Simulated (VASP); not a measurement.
# ZnS (F-43m) in VASP: further runs, part 2 of 2

VASP 6.6.1. Earlier steps stand in the parts before.

### Step 3. Relaxation of cell and atoms, PBE, target pressure 6 GPa, at which the enthalpy is minimised

Input file INCAR:

```
SYSTEM = ZnS
PREC = Accurate
ENCUT = 600
EDIFF = 1E-6
ISMEAR = 0
SIGMA = 0.01
LREAL = .FALSE.
LASPH = .TRUE.
NELM = 80
ALGO = Normal
ISIF = 3
LWAVE = .FALSE.
LCHARG = .FALSE.
GGA = PE
IBRION = 2
NSW = 80
EDIFFG = -0.001
PSTRESS = 60.0
```

Input file KPOINTS:

```
regular mesh
0
G
  10 10 10
  0 0 0
```

Input file POSCAR:

```
ZnS
1.0
    0.0000000000      2.7216977295      2.7216977295
    2.7216977295      0.0000000000      2.7216977295
    2.7216977295      2.7216977295      0.0000000000
Zn S
1 1
Direct
    0.0000000000      0.0000000000      0.0000000000
    0.7500000000      0.7500000000      0.7500000000
```

Potentials or basis: VASP PAW PBE potentials, release 64 (Zn, S).

Started as:

```console
cat potpaw_PBE.64/Zn/POTCAR potpaw_PBE.64/S/POTCAR > POTCAR
mpirun -np 1 vasp_std > vasp.out
```

OUTCAR:

```text
SYSTEM = ZnS
   PREC = Accurate
   ENCUT = 600
   EDIFF = 1E-6
   ISMEAR = 0
   LREAL = .FALSE.
   LASPH = .TRUE.
   NELM = 80
   ISIF = 3
   GGA = PE
   IBRION = 2
   NSW = 80
   EDIFFG = -0.001
   PSTRESS = 60.0

 ion  position               nearest neighbor table
   1  0.000  0.000  0.000-   2 2.36   2 2.36   2 2.36   2 2.36
   2  0.750  0.750  0.750-   1 2.36   1 2.36   1 2.36   1 2.36

  LATTYP: Found a face centered cubic cell.
 ALAT       =     5.4433954590

  Lattice vectors:

 A1 = (   0.0000000000,   2.7216977295,   2.7216977295)
 A2 = (   2.7216977295,   0.0000000000,   2.7216977295)
 A3 = (   2.7216977295,   2.7216977295,   0.0000000000)

Analysis of symmetry for initial positions (statically):
=====================================================================
 Subroutine PRICEL returns:
 Original cell was already a primitive cell.

 Routine SETGRP: Setting up the symmetry group for a
 face centered cubic supercell.

[... 220 lines left out ...]
      5      -3.1608      2.00000
      6      -3.1608      2.00000
      7       2.9600      2.00000
      8       2.9600      2.00000
      9       2.9600      2.00000
     10       5.4641      0.00000
     11       9.2779      0.00000
     12       9.2779      0.00000
     13       9.2779      0.00000
[... 405 lines left out ...]
--------------------------------------- Ionic step        3  -------------------------------------------

 number of electron      17.9999992 magnetization

 Free energy of the ion-electron system (eV)
  ---------------------------------------------------
  ext. energy  EPLUGINS =         0.00000000
  ---------------------------------------------------
  free energy    TOTEN  =        -6.80267673 eV

  energy without entropy =       -6.80267673  energy(sigma->0) =       -6.80267673

 E-fermi :   2.6599     XC(G=0):  -9.8645

 val. band max:        2.5807061754   @ k =   0.0000   0.0000   0.0000
 cond. band min:       4.9153333990   @ k =   0.0000   0.0000   0.0000
 fundamental gap:      2.3346272236
 Fermi energy:         2.6598932361

 k-point     1 :       0.0000    0.0000    0.0000
  band No.  band energies     occupation
      1     -10.9165      2.00000
      2      -3.9691      2.00000
      3      -3.9691      2.00000
      4      -3.9691      2.00000
      5      -3.4104      2.00000
      6      -3.4104      2.00000
      7       2.5807      2.00000
      8       2.5807      2.00000
      9       2.5807      2.00000
     10       4.9153      0.00000
     11       8.9378      0.00000
     12       8.9378      0.00000
     13       8.9378      0.00000
[... 401 lines left out ...]
  energy  without entropy=       -6.8026767251  energy(sigma->0) =       -6.80267673

  enthalpy is  TOTEN    =        -5.3963448620 eV   P V=        1.4063318631

 reached required accuracy - stopping structural energy minimisation
```

OSZICAR:

```text
N       E                     dE             d eps       ncg     rms          rms(c)
DAV:   1     0.946760598000E+02    0.94676E+02   -0.99761E+03  1222   0.181E+03
DAV:   2    -0.229050573688E+00   -0.94905E+02   -0.90647E+02  1308   0.303E+02
DAV:   3    -0.718533153725E+01   -0.69563E+01   -0.69162E+01  1552   0.796E+01
[... 28 lines left out ...]
DAV:   5    -0.680266620482E+01    0.81941E-03   -0.85598E-04  2060   0.650E-01    0.511E-02
DAV:   6    -0.680267312003E+01   -0.69152E-05   -0.33627E-04  1267   0.253E-01    0.301E-02
DAV:   7    -0.680267889379E+01   -0.57738E-05   -0.30826E-05  1552   0.167E-01    0.149E-02
DAV:   8    -0.680267674731E+01    0.21465E-05   -0.10344E-05  1397   0.852E-02    0.264E-03
DAV:   9    -0.680267672507E+01    0.22242E-07   -0.42049E-07   626   0.704E-03
   3 F= -.53963449E+01 E0= -.53963449E+01  d E =-.538030E-01
```

CONTCAR:

```text
ZnS
   1.00000000000000
     0.0000000000000000    2.6579025327150316    2.6579025327150316
     2.6579025327150316    0.0000000000000000    2.6579025327150316
     2.6579025327150316    2.6579025327150316   -0.0000000000000000
  Zn              S
     1     1
Direct
     0.0000000000000000    0.0000000000000000    0.0000000000000000
     0.7500000000000000    0.7500000000000000    0.7500000000000000

  0.00000000E+00  0.00000000E+00  0.00000000E+00
  0.00000000E+00  0.00000000E+00  0.00000000E+00
```

Run time: 44 s. Hardware: 1 thread of Intel Xeon Platinum 8488C (Sapphire Rapids), shared host; peak memory 0.2 GiB.

Results:

| Quantity | Value |
| --- | --- |
| Free energy | -6.8027 eV |
| Relaxed volume | 18.78 Å³/atom |
| Relaxed cell | a = 3.759 Å, b = 3.759 Å, c = 3.759 Å, α = 60.00°, β = 60.00°, γ = 60.00° |
| Space group after relaxing (to 0.05 Å) | F-43m (No. 216) |
| Energy change on relaxing (the enthalpy is what falls) | +25.0 meV/atom |
| Ionic steps | 3 |
| Pressure after relaxing | 6.0 GPa |
| Band gap on the k mesh | 2.33 eV, direct |

Step by step:
```
step  energy change (eV)  largest force (eV/Å)  pressure (GPa)  volume (Å³)
   1              0.0000                0.0000            0.15        40.32
   2              0.1173                0.0000            9.53        36.18
   3              0.0499                0.0000            6.00        37.55
```

Final structure:
```
CELL_PARAMETERS angstrom
0.00000 2.65790 2.65790
2.65790 0.00000 2.65790
2.65790 2.65790 0.00000
ATOMIC_POSITIONS crystal
Zn 0.00000 0.00000 0.00000
S 0.75000 0.75000 0.75000
```

Caveat: the cell is relaxed towards a set pressure, so the enthalpy falls and the energy may rise. Expect the measured gap to be larger: semilocal functionals such as PBE lack the derivative discontinuity.

### Step 4. Single point, PBE

This run uses another cell than the first one, of 19.16 Å³/atom, 0.950 times its volume.

Input file INCAR:

```
SYSTEM = ZnS
PREC = Accurate
ENCUT = 520
EDIFF = 1E-6
ISMEAR = 0
SIGMA = 0.01
LREAL = .False.
LASPH = .True.
NELM = 80
ALGO = Normal
ISIF = 2
LWAVE = .False.
LCHARG = .True.
GGA = PE
LELF = .True.
LVHAR = .True.
NBANDS = 16
```

Input file KPOINTS:

```
regular mesh
0
Gamma
  10 10 10
  0 0 0
```

Input file POSCAR:

```
ZnS
1.0
    0.0000000000      2.6756617819      2.6756617819
    2.6756617819      0.0000000000      2.6756617819
    2.6756617819      2.6756617819      0.0000000000
Zn S
1 1
Direct
    0.0000000000      0.0000000000      0.0000000000
    0.7500000000      0.7500000000      0.7500000000
```

Started as:

```console
cat potpaw_PBE.64/Zn/POTCAR potpaw_PBE.64/S/POTCAR > POTCAR
mpirun -np 1 vasp_std > vasp.out
```

Run time: 20 s. Hardware: 1 thread of Intel Xeon Platinum 8375C at 2.90GHz (Ice Lake), shared host; peak memory 0.16 GiB.

It converged, with:

| Item | Value |
| --- | --- |
| Free energy | -6.8262 eV |
| Pressure | 4.2 GPa |
| Band gap on the k mesh | 2.24 eV, direct |

Levels at points of the mesh, in eV from the valence-band top:
```
           k point  band 6  band 7  band 8  band 9  band 10  band 11  band 12  band 13
(0.00, 0.00, 0.00)   -5.93    0.00    0.00    0.00     2.24     6.37     6.37     6.37
(0.50, 0.00, 0.00)   -5.72   -5.49   -0.91   -0.91     3.37     6.91     6.91     8.99
(0.50, 0.50, 0.00)   -5.70   -4.67   -2.33   -2.33     3.34     4.07    11.19    12.17
```

PBE gaps usually lie below the measured ones, often by a third to a half.

### Step 5. Single point, PBE

Input file INCAR:

```
SYSTEM = ZnS
PREC = Accurate ; ENCUT = 520
EDIFF = 1E-7 ; ISMEAR = 0
SIGMA = 0.02 ; LREAL = .FALSE.
LASPH = .TRUE. ; NELM = 100
ALGO = Normal ; ISIF = 2
LWAVE = .FALSE. ; LCHARG = .FALSE.
GGA = PE ; NBANDS = 16
```

Input file KPOINTS:

```
Automatic mesh
0
G
  10 10 10
  0 0 0
```

Input file POSCAR:

```
ZnS
1.0
    0.0000000000      2.7215639847      2.7215639847
    2.7215639847      0.0000000000      2.7215639847
    2.7215639847      2.7215639847      0.0000000000
Zn S
1 1
Direct
    0.0000000000      0.0000000000      0.0000000000
    0.7500000000      0.7500000000      0.7500000000
```

Started as:

```console
cat potpaw_PBE.64/Zn/POTCAR potpaw_PBE.64/S/POTCAR > POTCAR
mpirun -np 1 vasp_std > vasp.out
```

Wall time 29 s (1 thread of Intel Xeon Platinum 8375C at 2.90GHz (Ice Lake), shared host); peak memory 0.18 GiB.

It converged, with:

```
Free energy            : -6.8526 eV
Pressure               : 0.2 GPa
Band gap on the k mesh : 2.02 eV, direct
```

Levels at points of the mesh, in eV from the valence-band top:
| k point | band 6 | band 7 | band 8 | band 9 | band 10 | band 11 | band 12 | band 13 |
| --- | --- | --- | --- | --- | --- | --- | --- | --- |
| (0.00, 0.00, 0.00) | -5.78 | 0.00 | 0.00 | 0.00 | 2.02 | 6.41 | 6.41 | 6.41 |
| (0.50, 0.00, 0.00) | -5.59 | -5.15 | -0.83 | -0.83 | 3.27 | 6.94 | 6.94 | 8.79 |
| (0.50, 0.50, 0.00) | -5.57 | -4.47 | -2.14 | -2.14 | 3.46 | 4.07 | 10.83 | 11.82 |

### Step 6. The runs side by side

| task | cell | cutoff (eV) | smearing | gap on the mesh (eV) | pressure (GPa) |
| --- | --- | --- | --- | --- | --- |
| relaxation of cell and atoms | relaxed from a = 3.849 Å, angles 60.0°, 2 atoms | 600 | gaussian 0.01 eV | 2.01 | 0.0 |
| relaxation of cell and atoms | relaxed to 6 GPa from a = 3.849 Å, angles 60.0°, 2 atoms | 600 | gaussian 0.01 eV | 2.33 | 6.0 |
| single point | a = 3.784 Å, angles 60.0°, 2 atoms | 520 | gaussian 0.01 eV | 2.24 | 4.2 |
| single point | a = 3.849 Å, angles 60.0°, 2 atoms | 520 | gaussian 0.02 eV | 2.02 | 0.2 |

Alike in all rows: level PBE; potentials or basis VASP PAW PBE potentials, release 64 (Zn, S); no spin polarisation; k mesh 10 × 10 × 10.

Caveats: the cell is relaxed towards a set pressure, so the enthalpy falls and the energy may rise (some runs).

Absolute energies hang on the potentials; compare differences alone.

### Step 7. Comparison with measurements

Step 5. Against the measured gap of ZnS, 3.85 eV (direct; 19 K; quoted in “Electronic, vibrational, and thermodynamic properties of ZnS (zincblende and rocksalt structure)”, 2009, arxiv:0911.5022), the calculated 2.02 eV is off by -1.83 eV. The value is that of PBE, without temperature or zero-point motion. Semilocal functionals fall short of measured gaps as a rule.
